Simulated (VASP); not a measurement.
Input of a VASP 6.6.1 run:

File INCAR:

```
SYSTEM = La
  ALGO = Fast
  EDIFF = 1E-6
  ENCUT = 520
  GGA = PS
  ISIF = 2
  ISMEAR = 0
  LASPH = .TRUE.
  LCHARG = .FALSE.
  LREAL = .FALSE.
  LWAVE = .FALSE.
  NBANDS = 30
  NELM = 80
  PREC = Accurate
  SIGMA = 0.15
```

KPOINTS

```
k-points
0
G
  12 12 4
  0 0 0
```

POSCAR

```
La
1.0
    3.5148000000      0.0000000000      0.0000000000
   -1.7574000000      3.0439060892      0.0000000000
    0.0000000000      0.0000000000     13.1161000000
La
4
Direct
    0.0000000000      0.0000000000      0.0000000000
    0.0000000000      0.0000000000      0.5000000000
    0.3333333333      0.6666666667      0.2500000000
    0.6666666667      0.3333333333      0.7500000000
```

Potentials or basis: VASP PAW PBE potentials, release 64 (La).

Launch:

```console
$ cat potpaw_PBE.64/La/POTCAR > POTCAR
$ mpirun -np 1 vasp_std > vasp.out
```

(1) Estimate the band gap on the k mesh.

(2) What does it give for the pressure?

Results:

(1) zero (band 22 reaches 8.72 eV, above the bottom of band 23 at 7.66 eV).

(2) -0.5 GPa.

Caveat: the PAW data sets were made with another functional, which shifts forces and pressure a little; spin-orbit coupling is left out, which moves the levels of the heavy elements.
